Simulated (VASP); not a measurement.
Input of a VASP 6.6.1 run:

INCAR

```
SYSTEM = Re
PREC     = Accurate       ! precision mode
ENCUT    = 520            ! plane-wave cutoff, eV
EDIFF    = 1E-6           ! SCF threshold, eV
ISMEAR   = -1             ! smearing method
SIGMA    = 0.05           ! smearing width, eV
LREAL    = .False.        ! projectors in reciprocal space
LASPH    = .True.         ! aspherical terms in the spheres
NELM     = 80             ! most SCF steps
ALGO     = Normal         ! electronic algorithm
ISIF     = 2              ! what is computed and relaxed
LWAVE    = .False.        ! write WAVECAR
LCHARG   = .True.         ! write CHGCAR
GGA      = PS             ! functional
LELF     = .True.         ! ELF
LVHAR    = .True.       
NBANDS   = 14             ! bands
```

KPOINTS

```
regular mesh
0
Gamma
  6 6 4
  0 0 0
```

The input POSCAR:

```
Re
1.0
    2.7608000000      0.0000000000      0.0000000000
   -1.3804000000      2.3909229348      0.0000000000
    0.0000000000      0.0000000000      4.4582000000
Re
2
Direct
    0.6666666667      0.3333333333      0.7500000000
    0.3333333333      0.6666666667      0.2500000000
```

Potentials or basis: VASP PAW PBE potentials, release 64 (Re).

Run with:

```sh
$ cat potpaw_PBE.64/Re/POTCAR > POTCAR
$ mpirun -np 1 vasp_std > vasp.out
```

Task: What does it give for the pressure?

Result: -3.8 GPa.

Task: Estimate the band gap on the k mesh.

Result: Zero (band 7 reaches 8.80 eV, above the bottom of band 8 at 6.00 eV).

Stress tensor (GPa, compression positive):
```
-4.27  0.00  0.00
 0.00 -4.27  0.00
 0.00  0.00 -2.95
```

Caveat: the k points lie up to 0.44 Å⁻¹ apart; the PAW data sets were made with another functional, which shifts forces and pressure a little; spin-orbit coupling is left out, which moves the levels of the heavy elements.
